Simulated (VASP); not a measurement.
Set up this calculation in VASP 6.6.1, as the native input.

| Property | Result |
| --- | --- |
| Task | single point |
| Functional | LDA |
| Potentials or basis | VASP PAW LDA potentials, release 64 (Li_sv, Pb_d) |
| Cutoff | 750 eV |
| k mesh | 4 × 4 × 4 |
| Occupations | methfessel-paxton, width 0.05 eV |
| Spin | no spin polarisation |
| Dipole correction | no |
| Further INCAR settings | ALGO = Normal; EDIFF = 1e-06; NBANDS = 38 |

The structure of Li5Pb3 lies in POSCAR:

```
Li5Pb3
1.0
   -3.3681480087      3.3681480087      3.3681480087
    3.3681480087     -3.3681480087      3.3681480087
    3.3681480087      3.3681480087     -3.3681480087
Li Pb
5 3
Direct
    0.0000000000      0.0000000000      0.0000000000
    0.0000000000      0.5000000000      0.5000000000
    0.5000000000      0.0000000000      0.0000000000
    0.5000000000      0.0000000000      0.5000000000
    0.5000000000      0.5000000000      0.0000000000
    0.0000000000      0.0000000000      0.5000000000
    0.0000000000      0.5000000000      0.0000000000
    0.5000000000      0.5000000000      0.5000000000
```

The input as run:

INCAR

```
SYSTEM = Li5Pb3
  PREC = Accurate
  ENCUT = 750
  EDIFF = 1E-6
  ISMEAR = 1
  SIGMA = 0.05
  LREAL = .False.
  LASPH = .True.
  NELM = 120
  ALGO = Normal
  ISIF = 2
  LWAVE = .False.
  LCHARG = .False.
  NBANDS = 38
  GGA_COMPAT = .False.
```

KPOINTS

```
regular mesh
0
Gamma
  4 4 4
  0 0 0
```

Potentials or basis: VASP PAW LDA potentials, release 64 (Li_sv, Pb_d).

Run with:

```console
$ cat potpaw_LDA.64/Li_sv/POTCAR potpaw_LDA.64/Pb_d/POTCAR > POTCAR
$ mpirun -np 1 vasp_std > vasp.out
```

It gave:

```
Pressure               : 0.0 GPa
Band gap on the k mesh : zero (an odd number of electrons rules out a gap without spin polarisation)
```

Caveat: spin-orbit coupling is left out, which moves the levels of the heavy elements.

It took 88 s on 1 thread of Intel(R) Xeon(R) Platinum 8488C (Sapphire Rapids), with other jobs on the host, peak memory 0.31 GiB.
